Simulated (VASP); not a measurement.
Crystal: SrCl2.

```
CELL_PARAMETERS angstrom
0.00000 3.49765 3.49765
3.49765 0.00000 3.49765
3.49765 3.49765 0.00000
ATOMIC_POSITIONS crystal
Sr 0.00000 0.00000 0.00000
Cl 0.25000 0.25000 0.25000
Cl 0.75000 0.75000 0.75000
```

Program: VASP 6.6.1. Alike in all runs: task single point; potentials or basis VASP PAW PBE potentials, release 64 (Sr_sv, Cl); no spin polarisation; cell as given; cutoff (eV) 520; smearing gaussian 0.01 eV.

Problem. Order these runs on this cell by their band gap on the k mesh, lowest first.
A. level HSE06; k mesh 4 × 4 × 4; grid for exact exchange (PRECFOCK) Normal; screening parameter 0.2079 1/Å
B. level r2SCAN; k mesh 6 × 6 × 6
C. level PBE; k mesh 6 × 6 × 6

Solution. C (5.31 eV), B (5.94 eV), A (6.58 eV).

A k mesh can miss the band edges.
